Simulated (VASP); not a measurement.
CoO, 2 atoms in the cell. Symmetry: Fm-3m, No. 225, cubic system. Conventional cell: a = 4.263 Å, b = 4.263 Å, c = 4.263 Å, α = 90.00°, β = 90.00°, γ = 90.00°. Within 2.8 Å of Co (site symmetry m-3m) lie 6 O at 2.13 Å. Within 2.8 Å of O (site symmetry m-3m) lie 6 Co at 2.13 Å. 

| Quantity | Value |
| --- | --- |
| Program | VASP 6.6.1 |
| Task | single point |
| Functional | LDA |
| Potentials or basis | VASP PAW LDA potentials, release 64 (Co, O) |
| Cutoff | 640 eV |
| k mesh | 32 × 32 × 32 |
| Occupations | tetrahedron, width 0.1 eV |
| Spin | collinear spin, ferromagnetic start |
| Starting moments | [2.0, 0.0] μB |
| Hubbard terms | Co d U = 3 eV |
| Tolerance level | standard |
| Purpose | density of states |
| K density | 12 × 12 × 12 |
| Further INCAR settings | ALGO = Normal; EDIFF = 1e-06; NBANDS = 30 |

Potentials or basis: VASP PAW LDA potentials, release 64 (Co, O).

The run is started by

```bash
$ cat potpaw_LDA.64/Co/POTCAR potpaw_LDA.64/O/POTCAR > POTCAR
$ cp INCAR.step1 INCAR
$ cp KPOINTS.step1 KPOINTS
$ mpirun -np 2 vasp_std > vasp.out
$ cp INCAR.step2 INCAR
$ cp KPOINTS.step2 KPOINTS
$ mpirun -np 2 vasp_std > vasp.out
```

Hardware: 2 MPI ranks on Intel(R) Xeon(R) Platinum 8259CL CPU @ 2.50GHz (Skylake/Cascade Lake), on a shared host.

Question: Estimate the wall time of this run.

Answer: Run time: 9.4 min on 2 MPI ranks on Intel(R) Xeon(R) Platinum 8259CL CPU @ 2.50GHz (Skylake/Cascade Lake) (shared host), peak memory 0.94 GiB a rank. Counts: k points 897.
